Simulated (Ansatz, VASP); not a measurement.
**NaPt2BrO2: VASP beside Ansatz**

```
Na Pt Br O
1.0
     3.48571    0.00000    0.00000
    -1.74286    3.01872    0.00000
     0.00000    0.00000    8.44861
Na Pt Br O
1 2 1 2
Direct
  0.00000 0.00000 0.00000
  0.66667 0.33333 0.29032
  0.33333 0.66667 0.70968
  0.00000 0.00000 0.50000
  0.66667 0.33333 0.82326
  0.33333 0.66667 0.17674
```

Change from the starting cell: species swapped into the LiSmCu2P2 type (P-3m1, No. 164).

Alike in both runs: functional PBE; k mesh 4 × 4 × 2; occupations gaussian, width 0.15 eV; no spin polarisation.

Ansatz relaxed the structure, and its values are those at the end. VASP's run is a single point on that final structure, the one shown.

|  | VASP | Ansatz |
| --- | --- | --- |
| version | VASP 6.6.1 | Ansatz 0.2.0 |
| potentials or method | VASP PAW PBE potentials, release 64 (Na_pv, Pt, Br, O), cutoff 600 eV | scalar-relativistic, plane waves, PAW |
| valence electrons in the cell | 46 | 64 |

VASP gave:

* gap on the k mesh at the Fermi level (eV): none
* pressure (GPa): 0.2
* rms of the force components (eV/Å): 0.011

Q: Estimate Ansatz's values.

A: gap on the k mesh at the Fermi level (eV): none; pressure (GPa): 0.3; rms of the force components (eV/Å): 0.013.

A gap of «none» marks a metal or a gap that the smearing closes. The functional is the same, so the differences come from potentials, cutoffs and numerics. VASP's potentials hold 46 valence electrons a cell and Ansatz's 64, so a difference there can come from the potentials and not from the codes.

The k mesh is coarse, so the values compare programs but aren't converged. Neither program's run includes spin-orbit coupling.
